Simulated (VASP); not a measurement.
# Cu (Fm-3m) in VASP: further runs

Runs on Cu. Level: r2SCAN. Tasks: single point.

Program: VASP 6.6.1. These are calculated values, not measurements. Logs are shortened: lines on timing, memory, paths and dates and some standing lists are left out, and cuts for length are marked.

## Step 1: The cell of the first run

Symmetry: Fm-3m, No. 225, cubic system. Conventional cell: a = 3.576 Å, b = 3.576 Å, c = 3.576 Å, α = 90.00°, β = 90.00°, γ = 90.00°. Within 3.3 Å of Cu (site symmetry m-3m) lie 12 Cu at 2.53 Å.

## Step 2: Single point, r2SCAN

POSCAR reads:

```
Cu
1.0
    0.0000000000      1.7881324402      1.7881324402
    1.7881324402      0.0000000000      1.7881324402
    1.7881324402      1.7881324402      0.0000000000
Cu
1
Direct
    0.0000000000      0.0000000000      0.0000000000
```

INCAR.step1 reads:

```
SYSTEM = Cu
ALGO     = Normal         ! electronic algorithm
EDIFF    = 1E-4           ! SCF threshold, eV
ENCUT    = 520            ! plane-wave cutoff, eV
GGA      = PE             ! functional
ISMEAR   = 1              ! smearing method
LASPH    = .TRUE.         ! aspherical terms in the spheres
LCHARG   = .FALSE.        ! write CHGCAR
LREAL    = .FALSE.        ! projectors in reciprocal space
LWAVE    = .TRUE.         ! write WAVECAR
NBANDS   = 12             ! bands
NELM     = 60             ! most SCF steps
PREC     = Accurate       ! precision mode
SIGMA    = 0.03           ! smearing width, eV
```

INCAR.step2 reads:

```
SYSTEM = Cu
ALGO     = Normal         ! electronic algorithm
EDIFF    = 1E-6           ! SCF threshold, eV
ENCUT    = 520            ! plane-wave cutoff, eV
ISIF     = 2              ! what is computed and relaxed
ISMEAR   = 1              ! smearing method
ISTART   = 1            
LASPH    = .TRUE.         ! aspherical terms in the spheres
LCHARG   = .TRUE.         ! write CHGCAR
LELF     = .TRUE.         ! ELF
LMIXTAU  = .TRUE.       
LREAL    = .FALSE.        ! projectors in reciprocal space
LVHAR    = .TRUE.       
LWAVE    = .FALSE.        ! write WAVECAR
METAGGA  = R2SCAN         ! meta-GGA
NBANDS   = 12             ! bands
NELM     = 60             ! most SCF steps
PREC     = Accurate       ! precision mode
SIGMA    = 0.03           ! smearing width, eV
```

KPOINTS reads:

```
k-points
0
G
  15 15 15
  0 0 0
```

Potentials or basis: VASP PAW PBE potentials, release 64 (Cu).

Started as:

```
$ cat potpaw_PBE.64/Cu/POTCAR > POTCAR
$ cp INCAR.step1 INCAR
$ mpirun -np 1 vasp_std > vasp.out
$ cp INCAR.step2 INCAR
$ mpirun -np 1 vasp_std > vasp.out
```

OUTCAR:

```text
SYSTEM = Cu
   EDIFF = 1E-6
   ENCUT = 520
   ISIF = 2
   ISMEAR = 1
   ISTART = 1
   LASPH = .TRUE.
   LREAL = .FALSE.
   METAGGA = R2SCAN
   NELM = 60
   PREC = Accurate

 ion  position               nearest neighbor table
   1  0.000  0.000  0.000-

  LATTYP: Found a face centered cubic cell.
 ALAT       =     3.5762648804

  Lattice vectors:

 A1 = (   0.0000000000,   1.7881324402,   1.7881324402)
 A2 = (   1.7881324402,   0.0000000000,   1.7881324402)
 A3 = (   1.7881324402,   1.7881324402,   0.0000000000)

Analysis of symmetry for initial positions (statically):
=====================================================================
 Subroutine PRICEL returns:
 Original cell was already a primitive cell.

 Routine SETGRP: Setting up the symmetry group for a
 face centered cubic supercell.

 Subroutine GETGRP returns: Found 48 space group operations
 (whereof 48 operations were pure point group operations)
 out of a pool of 48 trial point group operations.

The static configuration has the point symmetry O_h .

Analysis of symmetry for dynamics (positions and initial velocities):
=====================================================================
 Subroutine PRICEL returns:
 Original cell was already a primitive cell.

 Routine SETGRP: Setting up the symmetry group for a
 face centered cubic supercell.

 Subroutine GETGRP returns: Found 48 space group operations
 (whereof 48 operations were pure point group operations)
 out of a pool of 48 trial point group operations.

The dynamic configuration has the point symmetry O_h .

 Subroutine INISYM returns: Found 48 space group operations
 (whereof 48 operations are pure point group operations),
 and found     1 'primitive' translations

----------------------------------------------------------------------------------------

                                     Primitive cell

  volume of cell :      11.4348

  direct lattice vectors                    reciprocal lattice vectors
     0.000000000  1.788132440  1.788132440    -0.279621346  0.279621346  0.279621346
     1.788132440  0.000000000  1.788132440     0.279621346 -0.279621346  0.279621346
     1.788132440  1.788132440  0.000000000     0.279621346  0.279621346 -0.279621346

  length of vectors
     2.528801148  2.528801148  2.528801148     0.484318378  0.484318378  0.484318378

[... 77 lines left out ...]
   NELM   =     60;   NELMIN=  2; NELMDL=  0     # of ELM steps
   EDIFF  = 0.1E-05   stopping-criterion for ELM
   LREAL  =      F    real-space projection
   EDIFFG = 0.1E-04   stopping-criterion for IOM
   NSW    =      0    number of steps for IOM
   IBRION =     -1    ionic relax: 0-MD 1-quasi-New 2-CG
   NFREE  =      0    steps in history (QN), initial steepest desc. (CG)
   ISIF   =      2    stress and relaxation
   ISYM   =      2    0-nonsym 1-usesym 2-fastsym
   POTIM  = 0.5000    time-step for ionic-motion
   TEBEG  =    0.0;   TEEND  =   0.0 temperature during run
   PSTRESS=    0.0 pullay stress
   NELECT =      11.0000    total number of electrons
   NUPDOWN=      -1.0000    fix difference up-down
   EMIN   =  10.00;   EMAX   =-10.00  energy-range for DOS
   EFERMI =   0.00;   METHOD = LEGACY
   ISMEAR =     1;   SIGMA  =   0.03  broadening in eV -4-tet -1-fermi 0-gaus
   EFERMI_NEDOS =   21; number of points for ismear=-14 and -15
   IALGO  =     38    algorithm
   IMIX   =      4    mixing-type and parameters
     AMIX     =   0.40;   BMIX     =  1.00
     AMIX_MAG =   1.60;   BMIX_MAG =  1.00
  volume/ion in A,a.u.               =      11.43        77.17
  Fermi-wavevector in a.u.,A,eV,Ry     =   1.616079  3.053947 35.534510  2.611713
  Thomas-Fermi vector in A             =   2.710724
   LORBIT       =      0    0 simple, 1 ext, 2 COOP (PROOUT), +10 PAW based schemes
   METAGGA = R2SCAN    functional components
   LHFCALC =     F    Hartree Fock is set to
   AEXX    =    0.0000 exact exchange contribution
   IVDW    =     0    specifies the selected vdW correction
   LEPSILON=     F    determine dielectric tensor
   LRPA    =     F    only Hartree local field effects (RPA)
 non-spin polarized calculation
 Methfessel and Paxton  Order N= 1 SIGMA  =   0.03
  energy-cutoff  :      520.00
  volume of cell :       11.43
 maximum number of plane-waves:       331
   NGX =  9   NGY =  9   NGZ =  9

 number of electron      11.0000012 magnetization

 Free energy of the ion-electron system (eV)
  ---------------------------------------------------
  ext. energy  EPLUGINS =         0.00000000
  ---------------------------------------------------
  free energy    TOTEN  =       -10.82504943 eV

  energy without entropy =      -10.82493356  energy(sigma->0) =      -10.82501081

 E-fermi :   7.8848     XC(G=0): -13.9662

 val. band max:        7.8623626014   @ k =  -0.4000   0.1333   0.0000
 cond. band min:       7.8854813287   @ k =  -0.4667   0.1333   0.0667
 fundamental gap:      0.0231187273
 Fermi energy:         7.8848041030

 k-point     1 :       0.0000    0.0000    0.0000
  band No.  band energies     occupation
      1      -2.1272      2.00000
      2       4.5506      2.00000
      3       4.5507      2.00000
      4       4.5507      2.00000
      5       5.4081      2.00000
      6       5.4081      2.00000
      7      31.4514      0.00000
      8      34.7442      0.00000
      9      34.7442      0.00000
     10      34.7445      0.00000
     11      37.1569      0.00000
     12      37.1570      0.00000
[... 331 lines left out ...]
 k-point    24 :       0.2000    0.1333    0.0000
  band No.  band energies     occupation
      1      -0.6293      2.00000
      2       4.1564      2.00000
      3       4.8349      2.00000
      4       4.8679      2.00000
      5       5.1458      2.00000
      6       5.5564      2.00000
      7      26.5215      0.00000
      8      29.0528      0.00000
      9      29.8893      0.00000
     10      32.2195      0.00000
     11      35.5522      0.00000
     12      41.1401      0.00000

 [... further k-points ...]
[... 5 lines left out ...]
  --------------------------------------------------------------------------------------
  -------------------------------------------------------------------------------------
  Total        0.0224849      0.0224849      0.0224849     -0.0000000     -0.0000000      0.0000000
  in kB        3.1504535      3.1504535      3.1504535     -0.0000000     -0.0000000      0.0000000
  external PRESSURE =       3.1504535 kB  Pullay stress =       0.0000000 kB

 VOLUME and BASIS-vectors are now :
 -----------------------------------------------------------------------------
  energy-cutoff  :      520.00
  volume of cell :       11.43
      direct lattice vectors                 reciprocal lattice vectors
     0.000000000  1.788132440  1.788132440    -0.279621346  0.279621346  0.279621346
     1.788132440  0.000000000  1.788132440     0.279621346 -0.279621346  0.279621346
     1.788132440  1.788132440  0.000000000     0.279621346  0.279621346 -0.279621346

 POSITION                                       TOTAL-FORCE (eV/Angst)
 -----------------------------------------------------------------------------------
      0.00000      0.00000      0.00000         0.000000      0.000000      0.000000
 -----------------------------------------------------------------------------------
    total drift:                                0.000000      0.000000      0.000000

  FREE ENERGIE OF THE ION-ELECTRON SYSTEM (eV)
  ---------------------------------------------------
  free  energy   TOTEN  =       -10.8250494307 eV

  energy  without entropy=      -10.8249335624  energy(sigma->0) =      -10.82501081
```

OUTCAR.step1:

```text
SYSTEM = Cu
   EDIFF = 1E-4
   ENCUT = 520
   GGA = PE
   ISMEAR = 1
   LASPH = .TRUE.
[... 577 lines left out ...]
 -----------------------------------------------------------------------------------
      0.00000      0.00000      0.00000        -0.000000     -0.000000     -0.000000
 -----------------------------------------------------------------------------------
    total drift:                                0.000000      0.000000      0.000000

  FREE ENERGIE OF THE ION-ELECTRON SYSTEM (eV)
  ---------------------------------------------------
  free  energy   TOTEN  =        -3.7137094351 eV

  energy  without entropy=       -3.7135967842  energy(sigma->0) =       -3.71367188
```

Wall time 67 s (1 thread of Intel Xeon 6975P-C, shared host); peak memory 0.14 GiB.

What came out:

```
Free energy : -10.8250 eV
Pressure    : 0.3 GPa
```

Levels at points of the mesh, in eV from the Fermi level:
```csv
k point,band 2,band 3,band 4,band 5,band 6,band 7,band 8,band 9,band 10,band 11
"(0.00, 0.00, 0.00)",-3.33,-3.33,-3.33,-2.48,-2.48,23.57,26.86,26.86,26.86,29.27
```

Caveat: the PAW data sets were made with another functional, which shifts forces and pressure a little.

## Step 3: Single point, r2SCAN

POSCAR is that of step 2.

INCAR.step1 reads:

```
SYSTEM = Cu
ALGO     = Normal         ! electronic algorithm
EDIFF    = 1E-4           ! SCF threshold, eV
ENCUT    = 520            ! plane-wave cutoff, eV
GGA      = PE             ! functional
ISMEAR   = 1              ! smearing method
LASPH    = .True.         ! aspherical terms in the spheres
LCHARG   = .False.        ! write CHGCAR
LREAL    = .False.        ! projectors in reciprocal space
LWAVE    = .True.         ! write WAVECAR
NBANDS   = 12             ! bands
NELM     = 80             ! most SCF steps
PREC     = Accurate       ! precision mode
SIGMA    = 0.1            ! smearing width, eV
```

INCAR.step2 reads:

```
SYSTEM = Cu
ALGO     = Normal         ! electronic algorithm
EDIFF    = 1E-6           ! SCF threshold, eV
ENCUT    = 520            ! plane-wave cutoff, eV
ISIF     = 2              ! what is computed and relaxed
ISMEAR   = 1              ! smearing method
ISTART   = 1            
LASPH    = .True.         ! aspherical terms in the spheres
LCHARG   = .False.        ! write CHGCAR
LMIXTAU  = .True.       
LREAL    = .False.        ! projectors in reciprocal space
LWAVE    = .False.        ! write WAVECAR
METAGGA  = R2SCAN         ! meta-GGA
NBANDS   = 12             ! bands
NELM     = 80             ! most SCF steps
PREC     = Accurate       ! precision mode
SIGMA    = 0.1            ! smearing width, eV
```

KPOINTS reads:

```
k-points
0
Gamma
  15 15 15
  0 0 0
```

Potentials or basis: VASP PAW PBE potentials, release 64 (Cu).

Started as:

```
$ cat potpaw_PBE.64/Cu/POTCAR > POTCAR
$ cp INCAR.step1 INCAR
$ mpirun -np 1 vasp_std > vasp.out
$ cp INCAR.step2 INCAR
$ mpirun -np 1 vasp_std > vasp.out
```

Run time: 68 s. Hardware: 1 thread of Intel Xeon 6975P-C, shared host; peak memory 0.14 GiB.

It converged, with:

| Quantity | Value |
| --- | --- |
| Free energy | -10.8252 eV |
| Pressure | 0.3 GPa |

Levels at points of the mesh, in eV from the Fermi level:
| k point | band 3 | band 4 | band 5 | band 6 | band 7 | band 8 | band 9 | band 10 |
| --- | --- | --- | --- | --- | --- | --- | --- | --- |
| (0.00, 0.00, 0.00) | -3.35 | -3.35 | -2.49 | -2.49 | 23.55 | 26.85 | 26.85 | 26.85 |

Caveat: the PAW data sets were made with another functional, which shifts forces and pressure a little.

## Step 4: Single point, r2SCAN

POSCAR is that of step 3.

INCAR.step1 reads:

```
PREC = Accurate
ENCUT = 520
ISMEAR = -1
SIGMA = 0.1
LREAL = False
LASPH = True
NELM = 80
NBANDS = 12
GGA = PE
ALGO = Normal
EDIFF = 1E-4
LWAVE = True
LCHARG = False
```

INCAR.step2 reads:

```
PREC = Accurate
ENCUT = 520
EDIFF = 1E-6
ISMEAR = -1
SIGMA = 0.1
LREAL = False
LASPH = True
NELM = 80
ALGO = Normal
ISIF = 2
LWAVE = False
LCHARG = False
METAGGA = R2SCAN
LMIXTAU = True
NBANDS = 12
ISTART = 1
```

KPOINTS reads:

```
regular mesh
0
Gamma
  2 2 2
```

Started as:

```
$ cat potpaw_PBE.64/Cu/POTCAR > POTCAR
$ cp INCAR.step1 INCAR
$ mpirun -np 1 vasp_std > vasp.out
$ cp INCAR.step2 INCAR
$ mpirun -np 1 vasp_std > vasp.out
```

It took 11 s on 1 thread of Intel Xeon Platinum 8488C (Sapphire Rapids), shared host; peak memory 0.12 GiB.

The run converged. Its results:

| Quantity | Value |
| --- | --- |
| Free energy | -8.7659 eV |
| Pressure | 27.2 GPa |

Levels at points of the mesh, in eV from the Fermi level:
| k point | band 3 | band 4 | band 5 | band 6 | band 7 | band 8 | band 9 | band 10 |
| --- | --- | --- | --- | --- | --- | --- | --- | --- |
| (0.00, 0.00, 0.00) | -1.97 | -1.97 | -1.09 | -1.09 | 24.67 | 27.82 | 27.82 | 27.82 |
| (0.50, 0.00, 0.00) | -2.03 | -0.47 | -0.47 | -0.17 | 5.31 | 23.03 | 24.66 | 24.66 |
| (0.50, 0.50, 0.00) | -0.50 | -0.31 | -0.31 | 2.68 | 8.71 | 15.00 | 15.00 | 19.64 |

Caveat: the k points lie up to 1.52 Å⁻¹ apart; the PAW data sets were made with another functional, which shifts forces and pressure a little.

## Step 5: The runs side by side

```csv
k mesh,smearing,gap on the mesh (eV),pressure (GPa)
15 × 15 × 15,methfessel-paxton 0.03 eV,none,0.3
15 × 15 × 15,methfessel-paxton 0.1 eV,none,0.3
2 × 2 × 2,fermi-dirac 0.1 eV,none,27.2
```

Alike in all rows: task single point; level r2SCAN; potentials or basis VASP PAW PBE potentials, release 64 (Cu); no spin polarisation; cell as given; cutoff (eV) 520.

Caveats: some runs use coarse meshes; the PAW data sets were made with another functional, which shifts forces and pressure a little.

Total energies depend on the potentials used, so only differences within one code and one set of settings carry meaning.
